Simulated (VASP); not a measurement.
# Y (Pm-3m) in VASP: a series of runs

Runs on Y. Level: PBEsol. Tasks: single point.

Program: VASP 6.6.1. These are calculated values, not measurements. Logs are shortened: lines on timing, memory, paths and dates and some standing lists are left out, and cuts for length are marked.

## (1) The cell of the first run

It takes space group Pm-3m (No. 221, cubic). The conventional cell has a = 3.199 Å, b = 3.199 Å, c = 3.199 Å, α = 90.00°, β = 90.00°, γ = 90.00°. Within 4.2 Å of Y (site symmetry m-3m) lie 6 Y at 3.20 Å.

This isn't the form of Y at room conditions, which is hcp.

## (2) Single point, PBEsol

File INCAR:

```
PREC = Accurate
ENCUT = 520
EDIFF = 1E-7
ISMEAR = 1
SIGMA = 0.1
LREAL = F
LASPH = T
NELM = 60
ALGO = Normal
ISIF = 2
LWAVE = F
LCHARG = T
GGA = PS
LELF = T
LVHAR = T
NBANDS = 12
```

File KPOINTS:

```
regular mesh
0
Gamma
  13 13 13
```

File POSCAR:

```
Y
1.0
    3.1988501268      0.0000000000      0.0000000000
    0.0000000000      3.1988501268      0.0000000000
    0.0000000000      0.0000000000      3.1988501268
Y
1
Direct
    0.0000000000      0.0000000000      0.0000000000
```

Potentials or basis: VASP PAW PBE potentials, release 64 (Y_sv).

Run with:

```bash
$ cat potpaw_PBE.64/Y_sv/POTCAR > POTCAR
$ mpirun -np 1 vasp_std > vasp.out
```

OUTCAR:

```text
PREC = Accurate
   ENCUT = 520
   EDIFF = 1E-7
   ISMEAR = 1
   LREAL = F
   LASPH = T
   NELM = 60
   ISIF = 2
   GGA = PS

 ion  position               nearest neighbor table
   1  0.000  0.000  0.000-

  LATTYP: Found a simple cubic cell.
 ALAT       =     3.1988501268

  Lattice vectors:

 A1 = (   3.1988501268,   0.0000000000,   0.0000000000)
 A2 = (   0.0000000000,   3.1988501268,   0.0000000000)
 A3 = (   0.0000000000,   0.0000000000,   3.1988501268)

Analysis of symmetry for initial positions (statically):
=====================================================================
 Subroutine PRICEL returns:
 Original cell was already a primitive cell.

 Routine SETGRP: Setting up the symmetry group for a
 simple cubic supercell.

 Subroutine GETGRP returns: Found 48 space group operations
 (whereof 48 operations were pure point group operations)
 out of a pool of 48 trial point group operations.

The static configuration has the point symmetry O_h .

Analysis of symmetry for dynamics (positions and initial velocities):
=====================================================================
 Subroutine PRICEL returns:
 Original cell was already a primitive cell.

 Routine SETGRP: Setting up the symmetry group for a
 simple cubic supercell.

 Subroutine GETGRP returns: Found 48 space group operations
 (whereof 48 operations were pure point group operations)
 out of a pool of 48 trial point group operations.

The dynamic configuration has the point symmetry O_h .

 Subroutine INISYM returns: Found 48 space group operations
 (whereof 48 operations are pure point group operations),
 and found     1 'primitive' translations

----------------------------------------------------------------------------------------

                                     Primitive cell

  volume of cell :      32.7327

  direct lattice vectors                    reciprocal lattice vectors
     3.198850127  0.000000000  0.000000000     0.312612333  0.000000000  0.000000000
     0.000000000  3.198850127  0.000000000     0.000000000  0.312612333  0.000000000
     0.000000000  0.000000000  3.198850127     0.000000000  0.000000000  0.312612333

  length of vectors
     3.198850127  3.198850127  3.198850127     0.312612333  0.312612333  0.312612333

  position of ions in fractional coordinates (direct lattice)
     0.000000000  0.000000000  0.000000000

  ion indices of the primitive-cell ions
   primitive index   ion index
                 1           1

[... 80 lines left out ...]
   TEBEG  =    0.0;   TEEND  =   0.0 temperature during run
   PSTRESS=    0.0 pullay stress
   NELECT =      11.0000    total number of electrons
   NUPDOWN=      -1.0000    fix difference up-down
   EMIN   =  10.00;   EMAX   =-10.00  energy-range for DOS
   EFERMI =   0.00;   METHOD = LEGACY
   ISMEAR =     1;   SIGMA  =   0.10  broadening in eV -4-tet -1-fermi 0-gaus
   EFERMI_NEDOS =   21; number of points for ismear=-14 and -15
   IALGO  =     38    algorithm
   IMIX   =      4    mixing-type and parameters
     AMIX     =   0.40;   BMIX     =  1.00
     AMIX_MAG =   1.60;   BMIX_MAG =  1.00
  volume/ion in A,a.u.               =      32.73       220.89
  Fermi-wavevector in a.u.,A,eV,Ry     =   1.138182  2.150853 17.625789  1.295459
  Thomas-Fermi vector in A             =   2.274887
   LORBIT       =      0    0 simple, 1 ext, 2 COOP (PROOUT), +10 PAW based schemes
   GGA     = PS    functional components
   LHFCALC =     F    Hartree Fock is set to
   AEXX    =    0.0000 exact exchange contribution
   IVDW    =     0    specifies the selected vdW correction
   LEPSILON=     F    determine dielectric tensor
   LRPA    =     F    only Hartree local field effects (RPA)
 non-spin polarized calculation
 Methfessel and Paxton  Order N= 1 SIGMA  =   0.10
  energy-cutoff  :      520.00
  volume of cell :       32.73
 maximum number of plane-waves:       904
 NGX is ok and might be reduce to    24
   NGX = 11   NGY = 11   NGZ = 11

 number of electron      11.0000002 magnetization

 Free energy of the ion-electron system (eV)
  ---------------------------------------------------
  ext. energy  EPLUGINS =         0.00000000
  ---------------------------------------------------
  free energy    TOTEN  =        -6.02349974 eV

  energy without entropy =       -6.02290845  energy(sigma->0) =       -6.02330264

 E-fermi :   2.8937     XC(G=0):  -9.4955

 val. band max:        2.8932271963   @ k =   0.2308   0.1538   0.0769
 cond. band min:       2.8969493657   @ k =   0.3846   0.3846   0.0769
 fundamental gap:      0.0037221694
 Fermi energy:         2.8937452755

 k-point     1 :       0.0000    0.0000    0.0000
  band No.  band energies     occupation
      1     -39.9140      2.00000
      2     -19.5144      2.00000
      3     -19.5144      2.00000
      4     -19.5144      2.00000
      5      -1.6849      2.00000
      6       2.1919      2.00000
      7       2.1919      2.00000
      8       8.4389      0.00000
      9       8.4389      0.00000
     10       8.4389      0.00000
     11      13.4259      0.00000
     12      13.4259      0.00000
[... 331 lines left out ...]
 k-point    24 :       0.3846    0.3077    0.0000
  band No.  band energies     occupation
      1     -39.7830      2.00000
      2     -20.1831      2.00000
      3     -20.0057      2.00000
      4     -19.3975      2.00000
      5       1.3505      2.00000
      6       2.5675      2.00004
      7       4.9861      0.00000
      8       5.8443      0.00000
      9       6.3619      0.00000
     10       6.9052      0.00000
     11      10.7839      0.00000
     12      13.1272      0.00000

 [... further k-points ...]

------------------------ aborting loop because EDIFF is reached ----------------------------------------

  FORCE on cell =-STRESS in cart. coord.  units (eV):
  Direction    XX          YY          ZZ          XY          YZ          ZX
  --------------------------------------------------------------------------------------
  -------------------------------------------------------------------------------------
  Total       -0.0028617     -0.0028617     -0.0028617      0.0000000      0.0000000     -0.0000000
  in kB       -0.1400747     -0.1400747     -0.1400747      0.0000000      0.0000000     -0.0000000
  external PRESSURE =      -0.1400747 kB  Pullay stress =       0.0000000 kB

 VOLUME and BASIS-vectors are now :
 -----------------------------------------------------------------------------
  energy-cutoff  :      520.00
  volume of cell :       32.73
      direct lattice vectors                 reciprocal lattice vectors
     3.198850127  0.000000000  0.000000000     0.312612333  0.000000000  0.000000000
     0.000000000  3.198850127  0.000000000     0.000000000  0.312612333  0.000000000
     0.000000000  0.000000000  3.198850127     0.000000000  0.000000000  0.312612333

 POSITION                                       TOTAL-FORCE (eV/Angst)
 -----------------------------------------------------------------------------------
      0.00000      0.00000      0.00000         0.000000      0.000000      0.000000
 -----------------------------------------------------------------------------------
    total drift:                                0.000000      0.000000      0.000000

  FREE ENERGIE OF THE ION-ELECTRON SYSTEM (eV)
  ---------------------------------------------------
  free  energy   TOTEN  =        -6.0234997372 eV

  energy  without entropy=       -6.0229084545  energy(sigma->0) =       -6.02330264
```

OSZICAR:

```text
N       E                     dE             d eps       ncg     rms          rms(c)
DAV:   1     0.257150301913E+02    0.25715E+02   -0.55063E+03  2032   0.827E+02
DAV:   2    -0.490530874493E+01   -0.30620E+02   -0.29612E+02  2448   0.167E+02
DAV:   3    -0.621745876300E+01   -0.13122E+01   -0.12820E+01  2800   0.221E+01
DAV:   4    -0.625314443959E+01   -0.35686E-01   -0.35611E-01  2352   0.340E+00
DAV:   5    -0.625399287156E+01   -0.84843E-03   -0.84835E-03  2676   0.404E-01    0.195E+01
DAV:   6    -0.605236313150E+01    0.20163E+00   -0.23200E-01  2232   0.301E+00    0.117E+01
DAV:   7    -0.602770802157E+01    0.24655E-01   -0.28150E-01  2452   0.325E+00    0.926E-01
DAV:   8    -0.602382015929E+01    0.38879E-02   -0.46762E-02  2284   0.154E+00    0.791E-01
DAV:   9    -0.602360051443E+01    0.21964E-03   -0.15636E-03  2332   0.357E-01    0.181E-01
DAV:  10    -0.602351460759E+01    0.85907E-04   -0.32978E-04  2328   0.141E-01    0.372E-02
DAV:  11    -0.602349971871E+01    0.14889E-04   -0.64879E-05  2320   0.577E-02    0.195E-02
DAV:  12    -0.602349994007E+01   -0.22136E-06   -0.27607E-06  2360   0.142E-02    0.714E-03
DAV:  13    -0.602349977820E+01    0.16187E-06   -0.33567E-07  2720   0.264E-03    0.166E-03
DAV:  14    -0.602349973719E+01    0.41011E-07   -0.77753E-09  1228   0.759E-04
   1 F= -.60234997E+01 E0= -.60233026E+01  d E =-.591283E-03
```

Run time: 32 s. Hardware: 1 thread of Intel Xeon 8259CL, shared host; peak memory 0.17 GiB.

Results:

| Item | Value |
| --- | --- |
| Free energy | -6.0235 eV |
| Pressure | 0.0 GPa |
| Band gap on the k mesh | zero (an odd number of electrons rules out a gap without spin polarisation) |

Caveat: the PAW data sets were made with another functional, which shifts forces and pressure a little.

(Part 1 of 2 ends here.)
